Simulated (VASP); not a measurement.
## SnS2: single point with PBE+D3(BJ)

Crystal: SnS2.

```
Sn S
1.0
     3.66983    0.00000    0.00000
    -1.83492    3.17817    0.00000
     0.00000    0.00000    5.79985
Sn S
1 2
Direct
  0.00000 0.00000 0.00000
  0.66667 0.33333 0.25485
  0.33333 0.66667 0.74515
```

- Program: VASP 6.6.1
- Task: single point
- Functional: PBE
- Dispersion: D3(BJ)
- Potentials or basis: VASP PAW PBE potentials, release 64 (Sn_d, S)
- Cutoff: 520 eV
- k mesh: 9 × 9 × 6
- Occupations: gaussian, width 0.02 eV
- Spin: no spin polarisation
- Dipole correction: no
- Further INCAR settings: ALGO = Normal; EDIFF = 1e-07; NBANDS = 20

```
Pressure                   : -0.1 GPa
Largest force              : 0.009 eV/Å
Band gap on the k mesh     : 1.24 eV, indirect (least direct gap 1.72 eV)
Dispersion energy per atom : -0.328 eV
```

Forces in eV/Å, atoms in the order of the input:
```
Sn   0.000  0.000  0.000
S    0.000  0.000 -0.009
S    0.000  0.000  0.009
```

Levels at points of the mesh, in eV from the valence-band top:
```csv
k point,band 11,band 12,band 13,band 14,band 15,band 16
"(0.00, 0.00, 0.00)",-0.50,-0.50,0.00,1.72,3.52,5.31
"(0.00, 0.00, 0.50)",-0.84,-0.33,-0.33,2.96,3.59,5.01
```

Wall time 2 min on 1 thread of Intel Xeon 8259CL, on a shared host, peak memory 0.24 GiB.

Caveat: spin-orbit coupling is left out, which moves the levels of the heavy elements. A k mesh can miss the band edges.
